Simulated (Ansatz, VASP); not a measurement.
This is a calculation of BaTiO3 for Ansatz 0.2.0.

The input input.yaml:

```yaml
crystal:
  lattice:
    - [2.7696490538, 1.5990576267, 2.2710660605]
    - [-2.7696490538, 1.5990576267, 2.2710660605]
    - [0.0, -3.1981152536, 2.2710660605]
  atoms:
    - { symbol: Ba, position: [0.0, 0.0, 0.0] }
    - { symbol: Ti, position: [0.4845, 0.4845, 0.4845] }
    - { symbol: O, position: [0.5086, 0.0175, 0.5086] }
    - { symbol: O, position: [0.0175, 0.5086, 0.5086] }
    - { symbol: O, position: [0.5086, 0.5086, 0.0175] }
kpoints:
  mp_grid: { grid: [7, 7, 7] }
scf:
  occupations: { method: fermi_dirac, width: 0.05 }
hamiltonian:
  xc: pbesol
  pseudopotentials: { kind: all_electron, lapw: { basis_error: 0.002 } }
output:
  forces: true
  stress: true
  eigenvalues: true
```

Potentials or basis: all-electron LAPW, scalar-relativistic.

Run with:

```console
$ ansatz run input.yaml --threads 4 --pin off --max-ram 12288MiB --backend cpu --events-out ev --progress --plain --runs-dir out
```

Set up the same calculation for VASP 6.6.1. Potentials there: VASP PAW PBE potentials, release 64 (Ba_sv, Ti_sv, O).

As run (the cutoff follows the program's own potentials):

File INCAR:

```
SYSTEM = BaTiO3
PREC     = Accurate       ! precision mode
ENCUT    = 520            ! plane-wave cutoff, eV
EDIFF    = 1E-6           ! SCF threshold, eV
ISMEAR   = -1             ! smearing method
SIGMA    = 0.05           ! smearing width, eV
LREAL    = .False.        ! projectors in reciprocal space
LASPH    = .True.         ! aspherical terms in the spheres
NELM     = 60             ! most SCF steps
ALGO     = Normal         ! electronic algorithm
ISIF     = 2              ! what is computed and relaxed
LWAVE    = .False.        ! write WAVECAR
LCHARG   = .False.        ! write CHGCAR
GGA      = PS             ! functional
NBANDS   = 28             ! bands
```

The input KPOINTS:

```
Automatic mesh
0
Gamma
  7 7 7
  0 0 0
```

POSCAR

```
BaTiO3
1.0
    2.7696490538      1.5990576267      2.2710660605
   -2.7696490538      1.5990576267      2.2710660605
    0.0000000000     -3.1981152536      2.2710660605
Ba Ti O
1 1 3
Direct
    0.0000000000      0.0000000000      0.0000000000
    0.4845000000      0.4845000000      0.4845000000
    0.5086000000      0.0175000000      0.5086000000
    0.0175000000      0.5086000000      0.5086000000
    0.5086000000      0.5086000000      0.0175000000
```

Potentials or basis: VASP PAW PBE potentials, release 64 (Ba_sv, Ti_sv, O).

The run is started by

```bash
$ cat potpaw_PBE.64/Ba_sv/POTCAR potpaw_PBE.64/Ti_sv/POTCAR potpaw_PBE.64/O/POTCAR > POTCAR
$ mpirun -np 1 vasp_std > vasp.out
```

Both were run:

|  | VASP | Ansatz | Ansatz less VASP |
| --- | --- | --- | --- |
| gap on the k mesh at the Fermi level (eV) | 2.55 | 2.61 | +0.061 |
| least direct gap on the mesh (eV) | 2.83 | 2.84 | +0.012 |
| pressure (GPa) | 13.1 | 10.7 | -2.37 |
| traceless stress, the component that is largest in VASP (GPa) | -0.66 | -0.60 | +0.063 |
| rms of the force components (eV/Å) | 0.345 | 0.314 | -0.0313 |

VASP's potentials were made for PBE, not for PBEsol. Atom by atom the forces differ by 0.034 eV/Å (rms over components). Ansatz ran all-electron here, and VASP with PAW potentials.

Spin-orbit coupling is off throughout.
